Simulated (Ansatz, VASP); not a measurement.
Ru in VASP and in Ansatz

```xyz
2
Lattice="2.7237 0.0000 0.0000 -1.3619 2.3588 0.0000 0.0000 0.0000 4.3103" Properties=species:S:1:pos:R:3 pbc="T T T"
Ru    1.3619    0.7863    3.2327
Ru    0.0000    1.5725    1.0776
```

Alike in both runs: task single point; functional PBE; dispersion D4; k mesh 11 × 11 × 6; occupations fermi-dirac, width 0.05 eV; no spin polarisation.

|  | VASP | Ansatz |
| --- | --- | --- |
| version | VASP 6.6.1 | Ansatz 0.2.0 |
| potentials or method | VASP PAW PBE potentials, release 64 (Ru_pv) | Ansatz PAW |
| plane-wave cutoff (eV) | 520 | 420 |
| valence electrons in the cell | 28 | 32 |

|  | VASP | Ansatz | Ansatz less VASP |
| --- | --- | --- | --- |
| gap on the k mesh at the Fermi level (eV) | none | none | - |
| pressure (GPa) | -7.5 | -7.4 | +0.11 |
| traceless stress, the component that is largest in VASP (GPa) | -0.33 | -0.34 | -0.011 |

A gap of «none» marks a metal or a gap that the smearing closes. VASP's potentials hold 28 valence electrons a cell and Ansatz's 32, so a difference there can come from the potentials and not from the codes.
